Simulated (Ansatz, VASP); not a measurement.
# Two plane-wave programs on BaBCl3

File INCAR:

```
ALGO = Normal
EDIFF = 1E-6
ENCUT = 910
GGA = PE
GGA_COMPAT = False
ISIF = 2
ISMEAR = 0
LASPH = True
LCHARG = False
LREAL = False
LWAVE = False
NBANDS = 25
NELM = 120
PREC = Accurate
SIGMA = 0.1
```

The input KPOINTS:

```
k-points
0
Gamma
  4 4 4
```

The input POSCAR:

```
BaBCl3
1.0
    5.0461513800      0.0000000000      0.0000000000
    0.0000000000      5.0461513800      0.0000000000
    0.0000000000      0.0000000000      5.0461513800
Ba B Cl
1 1 3
Direct
    0.0000000000      0.0000000000      0.0000000000
    0.5000000000      0.5000000000      0.5000000000
    0.5000000000      0.0000000000      0.0000000000
    0.0000000000      0.5000000000      0.0000000000
    0.0000000000      0.0000000000      0.5000000000
```

Input for Ansatz:

```yaml
crystal:
  lattice:
    - [5.04615138, 0.0, 0.0]
    - [0.0, 5.04615138, 0.0]
    - [0.0, 0.0, 5.04615138]
  atoms:
    - { symbol: Ba, position: [0.0, 0.0, 0.0] }
    - { symbol: B, position: [0.5, 0.5, 0.5] }
    - { symbol: Cl, position: [0.5, 0.0, 0.0] }
    - { symbol: Cl, position: [0.0, 0.5, 0.0] }
    - { symbol: Cl, position: [0.0, 0.0, 0.5] }
basis:
  ecutwfc: 420
kpoints:
  mp_grid: { grid: [4, 4, 4] }
hamiltonian:
  xc: pbe
scf:
  occupations: { method: gaussian, width: 0.1 }
  lower_state_search: "off"
output:
  forces: true
  stress: true
  eigenvalues: true
```

Change from the starting cell: species swapped into the Sm3SnN type (Pm-3m, No. 221).

Alike in both runs: task single point; functional PBE; k mesh 4 × 4 × 4; occupations gaussian, width 0.1 eV; no spin polarisation.

|  | VASP | Ansatz |
| --- | --- | --- |
| version | VASP 6.6.1 | Ansatz 0.2.0 |
| potentials or method | VASP PAW PBE potentials, release 64 (Ba_sv, B_h, Cl), cutoff 910 eV | scalar-relativistic, plane waves, PAW |
| valence electrons in the cell | 34 | 34 |

|  | VASP | Ansatz | Ansatz less VASP |
| --- | --- | --- | --- |
| gap on the k mesh at the Fermi level (eV) | none | none | - |
| pressure (GPa) | 27.9 | 25.4 | -2.45 |

A gap of «none» marks a metal or a gap that the smearing closes. The functional is the same, so the differences come from potentials, cutoffs and numerics.

Spin-orbit coupling is off throughout.
